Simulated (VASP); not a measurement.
# Al (I4/mmm) in VASP: notebook

The runs below take Al through single point, with PBE.

Program: VASP 6.6.1. These are calculated values, not measurements. Logs are shortened: lines on timing, memory, paths and dates and some standing lists are left out, and cuts for length are marked.

### Step 1. The cell of the first run

Symmetry: I4/mmm, No. 139, tetragonal system. Conventional cell: a = 2.890 Å, b = 2.890 Å, c = 3.860 Å, α = 90.00°, β = 90.00°, γ = 90.00°. Al (site symmetry 4/mmm) has 12 Al at 2.81 to 2.89 Å within 3.7 Å.

### Step 2. Single point, PBE (uniaxial strain along c: -4.5 %)

INCAR

```
PREC = Accurate ; ENCUT = 520
EDIFF = 1E-6 ; ISMEAR = 0
SIGMA = 0.1 ; LREAL = F
LASPH = T ; NELM = 100
ALGO = Normal ; ISIF = 2
LWAVE = F ; LCHARG = F
GGA = PE ; NBANDS = 10
```

KPOINTS

```
Automatic mesh
0
Gamma
  18 18 14
```

POSCAR

```
Al
1.0
    2.0435445784      2.0435445784      0.0000000000
   -2.0435445784      2.0435445784      0.0000000000
    0.0000000000      0.0000000000      3.8597479799
Al
2
Direct
    0.0000000000      0.0000000000      0.0000000000
    0.5000000000      0.5000000000      0.5000000000
```

Potentials or basis: VASP PAW PBE potentials, release 64 (Al).

On the command line:

```
> cat potpaw_PBE.64/Al/POTCAR > POTCAR
> mpirun -np 1 vasp_std > vasp.out
```

OUTCAR:

```text
PREC = Accurate
   ENCUT = 520
   EDIFF = 1E-6
   ISMEAR = 0
   LREAL = F
   LASPH = T
   NELM = 100
   ISIF = 2
   GGA = PE

 ion  position               nearest neighbor table
   1  0.000  0.000  0.000-   2 2.81   2 2.81   2 2.81   2 2.81   2 2.81   2 2.81   2 2.81   2 2.81

   2  0.500  0.500  0.500-   1 2.81   1 2.81   1 2.81   1 2.81   1 2.81   1 2.81   1 2.81   1 2.81

  LATTYP: Found a simple tetragonal cell.
 ALAT       =     2.8900084581
 C/A-ratio  =     1.3355490255

  Lattice vectors:

 A1 = (   2.0435445784,   2.0435445784,   0.0000000000)
 A2 = (  -2.0435445784,   2.0435445784,   0.0000000000)
 A3 = (   0.0000000000,   0.0000000000,   3.8597479799)

Analysis of symmetry for initial positions (statically):
=====================================================================
 Subroutine PRICEL returns following result:

  LATTYP: Found a body centered tetragonal cell.
 ALAT       =     2.8900084581
 C/A-ratio  =     1.3355490255

  Lattice vectors:

 A1 = (   0.0000000000,  -2.0435445784,  -1.9298739900)
 A2 = (   0.0000000000,   2.0435445784,  -1.9298739899)
 A3 = (   2.0435445784,   0.0000000000,   1.9298739900)

   2 primitive cells build up your supercell.

 Routine SETGRP: Setting up the symmetry group for a
 simple tetragonal supercell.

 Subroutine GETGRP returns: Found 16 space group operations
 (whereof 16 operations were pure point group operations)
 out of a pool of 16 trial point group operations.

The static configuration has the point symmetry D_4h.

Analysis of symmetry for dynamics (positions and initial velocities):
=====================================================================
 Subroutine PRICEL returns following result:

  LATTYP: Found a body centered tetragonal cell.
 ALAT       =     2.8900084581
 C/A-ratio  =     1.3355490255

  Lattice vectors:

 A1 = (   0.0000000000,  -2.0435445784,  -1.9298739900)
 A2 = (   0.0000000000,   2.0435445784,  -1.9298739899)
 A3 = (   2.0435445784,   0.0000000000,   1.9298739900)

   2 primitive cells build up your supercell.

 Routine SETGRP: Setting up the symmetry group for a
 simple tetragonal supercell.

 Subroutine GETGRP returns: Found 16 space group operations
 (whereof 16 operations were pure point group operations)
 out of a pool of 16 trial point group operations.

The dynamic configuration has the point symmetry D_4h.

 Subroutine INISYM returns: Found 16 space group operations
 (whereof 16 operations are pure point group operations),
 and found     2 'primitive' translations

----------------------------------------------------------------------------------------

                                     Primitive cell

  volume of cell :      16.1186

  direct lattice vectors                    reciprocal lattice vectors
     0.000000000 -2.043544578 -1.929873990     0.244672911 -0.244672911 -0.259084273
     0.000000000  2.043544578 -1.929873990     0.244672911  0.244672911 -0.259084273
     2.043544578  0.000000000  1.929873990     0.489345821  0.000000000  0.000000000

  length of vectors
     2.810780685  2.810780685  2.810780685     0.432266500  0.432266500  0.489345821

  position of ions in fractional coordinates (direct lattice)
     0.000000000  0.000000000  0.000000000

  ion indices of the primitive-cell ions
   primitive index   ion index
                 1           1

----------------------------------------------------------------------------------------

 KPOINTS: Automatic mesh

Automatic generation of k-mesh.
 Grid dimensions read from file:
 generate k-points for:   18   18   14

 Generating k-lattice:

  Cartesian coordinates                     Fractional coordinates (reciprocal lattice)
     0.013592939  0.013592939  0.000000000     0.055555556  0.000000000  0.000000000
    -0.013592939  0.013592939  0.000000000     0.000000000  0.055555556  0.000000000
     0.000000000  0.000000000  0.018506020     0.000000000  0.000000000  0.071428571

  Length of vectors
     0.019223319  0.019223319  0.018506020

  Shift w.r.t. Gamma in fractional coordinates (k-lattice)
     0.000000000  0.000000000  0.000000000

 Subroutine IBZKPT returns following result:
 ===========================================

 Found    440 irreducible k-points:

 Following reciprocal coordinates:
            Coordinates               Weight
  0.000000  0.000000  0.000000      1.000000
  0.055556  0.000000  0.000000      4.000000
  0.111111  0.000000  0.000000      4.000000
  0.166667  0.000000  0.000000      4.000000
  0.222222  0.000000  0.000000      4.000000
  0.277778  0.000000  0.000000      4.000000
[... 16 lines left out ...]
  0.277778  0.111111  0.000000      8.000000
  0.333333  0.111111  0.000000      8.000000
 [... further k-points ...]
   k-points           NKPTS =    440   k-points in BZ     NKDIM =    440   number of bands    NBANDS=     10
   number of dos      NEDOS =    301   number of ions     NIONS =      2
   total plane-waves  NPLWV =  17280
   dimension x,y,z NGX =    24 NGY =   24 NGZ =   30
   dimension x,y,z NGXF=    48 NGYF=   48 NGZF=   60
   ions per type =               2
   NGX,Y,Z   is equivalent  to a cutoff of  13.81, 13.81, 12.92 a.u.
   NGXF,Y,Z  is equivalent  to a cutoff of  27.61, 27.61, 25.84 a.u.
 SYSTEM =  unknown system
   PREC   = accura    normal or accurate (medium, high low for compatibility)
   ISTART =      0    job   : 0-new  1-cont  2-samecut
   ICHARG =      2    charge: 1-file 2-atom 10-const
   ISPIN  =      1    spin polarized calculation?
   LNONCOLLINEAR =      F non collinear calculations
   LSORBIT =      F    spin-orbit coupling
   LASPH  =      T    aspherical Exc in radial PAW
   ENCUT  =  520.0 eV  38.22 Ry    6.18 a.u.   5.37  5.37  7.18*2*pi/ulx,y,z
   NELM   =    100;   NELMIN=  2; NELMDL= -5     # of ELM steps
   EDIFF  = 0.1E-05   stopping-criterion for ELM
   LREAL  =      F    real-space projection
   EDIFFG = 0.1E-04   stopping-criterion for IOM
   NSW    =      0    number of steps for IOM
   IBRION =     -1    ionic relax: 0-MD 1-quasi-New 2-CG
   NFREE  =      0    steps in history (QN), initial steepest desc. (CG)
   ISIF   =      2    stress and relaxation
   ISYM   =      2    0-nonsym 1-usesym 2-fastsym
   POTIM  = 0.5000    time-step for ionic-motion
   TEBEG  =    0.0;   TEEND  =   0.0 temperature during run
   PSTRESS=    0.0 pullay stress
   NELECT =       6.0000    total number of electrons
   NUPDOWN=      -1.0000    fix difference up-down
   EMIN   =  10.00;   EMAX   =-10.00  energy-range for DOS
   EFERMI =   0.00;   METHOD = LEGACY
   ISMEAR =     0;   SIGMA  =   0.10  broadening in eV -4-tet -1-fermi 0-gaus
   EFERMI_NEDOS =   21; number of points for ismear=-14 and -15
   IALGO  =     38    algorithm
   IMIX   =      4    mixing-type and parameters
     AMIX     =   0.40;   BMIX     =  1.00
     AMIX_MAG =   1.60;   BMIX_MAG =  1.00
  volume/ion in A,a.u.               =      16.12       108.77
  Fermi-wavevector in a.u.,A,eV,Ry     =   0.934701  1.766329 11.886955  0.873667
  Thomas-Fermi vector in A             =   2.061533
   LORBIT       =      0    0 simple, 1 ext, 2 COOP (PROOUT), +10 PAW based schemes
   GGA     = PE    functional components
   LHFCALC =     F    Hartree Fock is set to
   AEXX    =    0.0000 exact exchange contribution
   IVDW    =     0    specifies the selected vdW correction
   LEPSILON=     F    determine dielectric tensor
   LRPA    =     F    only Hartree local field effects (RPA)
 non-spin polarized calculation
 Gauss-broadening in eV      SIGMA  =   0.10
  energy-cutoff  :      520.00
  volume of cell :       32.24
 maximum number of plane-waves:       888
 NGX is ok and might be reduce to    24
   NGX = 11   NGY = 11   NGZ = 15

 number of electron       6.0000000 magnetization

 Free energy of the ion-electron system (eV)
  ---------------------------------------------------
  ext. energy  EPLUGINS =         0.00000000
  ---------------------------------------------------
  free energy    TOTEN  =        -7.47882505 eV

  energy without entropy =       -7.47514748  energy(sigma->0) =       -7.47698627

 E-fermi :   8.2575     XC(G=0): -10.2815

 val. band max:        8.2541966224   @ k =   0.0000   0.0000   0.0714
 cond. band min:       8.2678524680   @ k =   0.3889   0.3333   0.2857
 fundamental gap:      0.0136558457
 Fermi energy:         8.2575489870

 k-point     1 :       0.0000    0.0000    0.0000
  band No.  band energies     occupation
      1      -3.0504      2.00000
      2       5.8640      2.00000
      3       7.4406      2.00000
      4      13.0739      0.00000
      5      13.2516      0.00000
      6      13.2516      0.00000
      7      16.8346      0.00000
      8      20.8343      0.00000
      9      20.8343      0.00000
     10      21.4481      0.00000

 k-point     2 :       0.0556    0.0000    0.0000
  band No.  band energies     occupation
      1      -2.9958      2.00000
      2       5.9136      2.00000
      3       7.4918      2.00000
      4      11.7608      0.00000
      5      13.2984      0.00000
      6      14.2160      0.00000
      7      17.3222      0.00000
      8      19.9632      0.00000
      9      20.7665      0.00000
     10      20.8877      0.00000

 k-point     3 :       0.1111    0.0000    0.0000
  band No.  band energies     occupation
      1      -2.8318      2.00000
      2       6.0625      2.00000
      3       7.6406      2.00000
      4      10.2662      0.00000
      5      13.4388      0.00000
      6      14.8308      0.00000
      7      18.5202      0.00000
      8      18.6207      0.00000
      9      19.6310      0.00000
     10      21.0477      0.00000
[... 248 lines left out ...]
 k-point    23 :       0.2778    0.1111    0.0000
  band No.  band energies     occupation
      1      -1.4728      2.00000
      2       6.0695      2.00000
      3       7.3048      2.00000
      4       9.0178      0.00000
      5      11.8728      0.00000
      6      14.4906      0.00000
      7      16.0798      0.00000
      8      18.8436      0.00000
      9      19.1463      0.00000
     10      19.8073      0.00000

 k-point    24 :       0.3333    0.1111    0.0000
  band No.  band energies     occupation
      1      -0.8790      2.00000
      2       4.8051      2.00000
      3       7.8525      2.00000
      4       9.5871      0.00000
      5      12.4055      0.00000
      6      13.2452      0.00000
      7      14.9526      0.00000
      8      17.6546      0.00000
      9      19.7271      0.00000
     10      20.3670      0.00000

 [... further k-points ...]
[... 5 lines left out ...]
  --------------------------------------------------------------------------------------
  -------------------------------------------------------------------------------------
  Total        0.3146294      0.3146294      0.6489447      0.0000000      0.0000000     -0.0000000
  in kB       15.6369750     15.6369750     32.2523312      0.0000000      0.0000000     -0.0000000
  external PRESSURE =      21.1754271 kB  Pullay stress =       0.0000000 kB

 VOLUME and BASIS-vectors are now :
 -----------------------------------------------------------------------------
  energy-cutoff  :      520.00
  volume of cell :       32.24
      direct lattice vectors                 reciprocal lattice vectors
     2.043544578  2.043544578  0.000000000     0.244672911  0.244672911  0.000000000
    -2.043544578  2.043544578  0.000000000    -0.244672911  0.244672911  0.000000000
     0.000000000  0.000000000  3.859747980     0.000000000  0.000000000  0.259084273

 POSITION                                       TOTAL-FORCE (eV/Angst)
 -----------------------------------------------------------------------------------
      0.00000      0.00000      0.00000         0.000000      0.000000     -0.000000
      0.00000      2.04354      1.92987        -0.000000     -0.000000      0.000000
 -----------------------------------------------------------------------------------
    total drift:                               -0.000000      0.000000     -0.000000

  FREE ENERGIE OF THE ION-ELECTRON SYSTEM (eV)
  ---------------------------------------------------
  free  energy   TOTEN  =        -7.4788250505 eV

  energy  without entropy=       -7.4751474842  energy(sigma->0) =       -7.47698627
```

Run time: 28 s. Hardware: 1 thread of Intel Xeon 6975P-C (Granite Rapids), shared host; peak memory 0.22 GiB.

Results:

```
Free energy            : -7.4788 eV
Pressure               : 2.1 GPa
Band gap on the k mesh : zero (band 3 reaches 15.36 eV, above the bottom of band 4 at 3.85 eV)
```

Stress tensor (GPa, compression positive):
```
1.56 0.00 0.00
0.00 1.56 0.00
0.00 0.00 3.23
```

Caveat: the cell differs from its parent crystal (uniaxial strain along c: -4.5 %).

### Step 3. Single point, PBE (uniaxial strain along c: -4.5 %, then relaxed in part)

INCAR

```
PREC = Accurate ; ENCUT = 520
EDIFF = 1E-6 ; ISMEAR = 0
SIGMA = 0.1 ; LREAL = F
LASPH = T ; NELM = 60
ALGO = Fast ; ISIF = 2
LWAVE = F ; LCHARG = F
GGA = PE ; NBANDS = 10
```

KPOINTS is that of step 2.

POSCAR

```
Al
1.0
    2.0608791976      2.0608791976      0.0000000000
   -2.0608791976      2.0608791976      0.0000000000
    0.0000000000      0.0000000000      3.8597479799
Al
2
Direct
    0.0000000000      0.0000000000      0.0000000000
    0.5000000000      0.5000000000      0.5000000000
```

Potentials or basis: VASP PAW PBE potentials, release 64 (Al).

On the command line:

```
> cat potpaw_PBE.64/Al/POTCAR > POTCAR
> mpirun -np 1 vasp_std > vasp.out
```

OUTCAR:

```text
PREC = Accurate
   ENCUT = 520
   EDIFF = 1E-6
   ISMEAR = 0
   LREAL = F
   LASPH = T
   NELM = 60
   ISIF = 2
   GGA = PE

 ion  position               nearest neighbor table
   1  0.000  0.000  0.000-   2 2.82   2 2.82   2 2.82   2 2.82   2 2.82   2 2.82   2 2.82   2 2.82

   2  0.500  0.500  0.500-   1 2.82   1 2.82   1 2.82   1 2.82   1 2.82   1 2.82   1 2.82   1 2.82

  LATTYP: Found a simple tetragonal cell.
 ALAT       =     2.9145233117
 C/A-ratio  =     1.3243153570

  Lattice vectors:

[... 512 lines left out ...]
      5      12.0781      0.00000
      6      13.0734      0.00000
      7      14.7710      0.00000
      8      17.2549      0.00000
      9      19.3042      0.00000
     10      20.0796      0.00000

 [... further k-points ...]
[... 5 lines left out ...]
  --------------------------------------------------------------------------------------
  -------------------------------------------------------------------------------------
  Total       -0.0052766     -0.0052766      0.4775351      0.0000000      0.0000000     -0.0000000
  in kB       -0.2578545     -0.2578545     23.3357564      0.0000000      0.0000000     -0.0000000
  external PRESSURE =       7.6066825 kB  Pullay stress =       0.0000000 kB

 VOLUME and BASIS-vectors are now :
 -----------------------------------------------------------------------------
  energy-cutoff  :      520.00
  volume of cell :       32.79
      direct lattice vectors                 reciprocal lattice vectors
     2.060879198  2.060879198  0.000000000     0.242614900  0.242614900  0.000000000
    -2.060879198  2.060879198  0.000000000    -0.242614900  0.242614900  0.000000000
     0.000000000  0.000000000  3.859747980     0.000000000  0.000000000  0.259084273

 POSITION                                       TOTAL-FORCE (eV/Angst)
 -----------------------------------------------------------------------------------
      0.00000      0.00000      0.00000        -0.000000      0.000000      0.000000
      0.00000      2.06088      1.92987         0.000000     -0.000000     -0.000000
 -----------------------------------------------------------------------------------
    total drift:                               -0.000000      0.000000     -0.000000

  FREE ENERGIE OF THE ION-ELECTRON SYSTEM (eV)
  ---------------------------------------------------
  free  energy   TOTEN  =        -7.4814845710 eV

  energy  without entropy=       -7.4780748294  energy(sigma->0) =       -7.47977970
```

stdout:

```text
POSCAR found type information on POSCAR Al
 POSCAR found :  1 types and       2 ions
 scaLAPACK will be used
 LDA part: xc-table for (Slater+PW92), standard interpolation
 POSCAR, INCAR and KPOINTS ok, starting setup
 FFT: planning ... GRIDC
 FFT: planning ... GRID_SOFT
 FFT: planning ... GRID
 WAVECAR not read
 entering main loop
```

Run time: 36 s. Hardware: 1 thread of Intel Xeon 6975P-C (Granite Rapids), shared host; peak memory 0.23 GiB.

What came out:

- Free energy: -7.4815 eV
- Pressure: 0.8 GPa
- Band gap on the k mesh: zero (band 3 reaches 15.02 eV, above the bottom of band 4 at 3.70 eV)

Caveat: the cell differs from its parent crystal (uniaxial strain along c: -4.5 %, then relaxed in part).
